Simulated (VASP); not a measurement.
PbS:

```xyz
2
Lattice="2.1127 1.2197 3.4519 -2.1127 1.2197 3.4519 0.0000 -2.4395 3.4519" Properties=species:S:1:pos:R:3 pbc="T T T"
Pb    0.0000    0.0000   10.1545
S     0.0000    0.0000    4.9193
```

Program: VASP 6.6.1. Alike in all runs: task single point; no spin polarisation; cell as given; k mesh 8 × 8 × 8; cutoff (eV) 520; smearing fermi-dirac 0.05 eV.

Order these runs on this cell by their pressure, lowest first.
A. level r2SCAN; potentials or basis VASP PAW PBE potentials, release 64 (Pb_d, S)
B. level PBEsol; potentials or basis VASP PAW PBE potentials, release 64 (Pb_d, S)
C. level LDA; potentials or basis VASP PAW LDA potentials, release 64 (Pb_d, S)

C (-3.7 GPa), B (-2.1 GPa), A (0.0 GPa).

Caveats: the PAW data sets were made with another functional, which shifts forces and pressure a little (at least some runs); the cell stands under tension (at least some runs).
